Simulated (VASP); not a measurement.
Here is a VASP 6.6.1 calculation.

Contents of INCAR:

```
SYSTEM = B3Au
ALGO = Normal
EDIFF = 1E-6
ENCUT = 520
GGA = PE
ISIF = 2
ISMEAR = -1
LASPH = .True.
LCHARG = .False.
LREAL = .False.
LWAVE = .False.
NBANDS = 18
NELM = 60
PREC = Accurate
SIGMA = 0.1
```

The input KPOINTS:

```
k-points
0
Gamma
  5 5 5
  0 0 0
```

File POSCAR:

```
B3Au
1.0
    3.4392863751     -0.1943593927     -0.1929336949
   -0.1688463080      3.4406332348     -0.1929342429
   -0.1688463080     -0.1675981380      3.4419604214
Au B
1 3
Direct
    0.0000000000      0.0000000000      0.0000000000
    0.5000000000      0.2880805762      0.7119194238
    0.7119194238      0.5000000000      0.2880805762
    0.2880805762      0.7119194238      0.5000000000
```

Potentials or basis: VASP PAW PBE potentials, release 64 (Au, B).

Run with:

```console
$ cat potpaw_PBE.64/Au/POTCAR potpaw_PBE.64/B/POTCAR > POTCAR
$ mpirun -np 1 vasp_std > vasp.out
```

Problem. What does it give for the largest force?

Solution. 0.004 eV/Å.

Problem. Estimate the pressure.

Solution. -0.2 GPa.

Forces in eV/Å, atoms in the order of the input:
```
Au   0.000  0.000  0.000
B    0.000 -0.003  0.003
B    0.003  0.000 -0.003
B   -0.003  0.003  0.000
```

Caveat: the k points lie up to 0.37 Å⁻¹ apart.
